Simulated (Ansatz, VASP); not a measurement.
Two plane-wave programs on ScAlN2

```
CELL_PARAMETERS angstrom
3.04461 0.00000 0.00000
0.00000 3.04461 0.00000
0.00000 0.00000 4.31898
ATOMIC_POSITIONS crystal
Sc 0.00000 0.00000 0.00000
N 0.00000 0.00000 0.50000
N 0.50000 0.50000 0.00000
Al 0.50000 0.50000 0.50000
```

Alike in both runs: task single point; functional HSE06; k mesh 4 × 4 × 4; no spin polarisation.

|  | VASP | Ansatz |
| --- | --- | --- |
| version | VASP 6.6.1 | Ansatz 0.2.0 |
| potentials or method | VASP PAW PBE potentials, release 64 (Sc_sv, N, Al) | plane waves, PAW |
| plane-wave cutoff (eV) | 520 | 420 |
| occupations | gaussian, width 0.01 eV | fixed |
| valence electrons in the cell | 24 | 24 |

```csv
,VASP,Ansatz,Ansatz less VASP
gap on the k mesh at the Fermi level (eV),1.83,1.85,+0.026
pressure (GPa),-0.3,-1.4,-1.11
```

Ansatz's warnings: stress exchange threshold loose, stress scf threshold loose.

The k mesh is coarse, so the values compare programs but aren't converged.
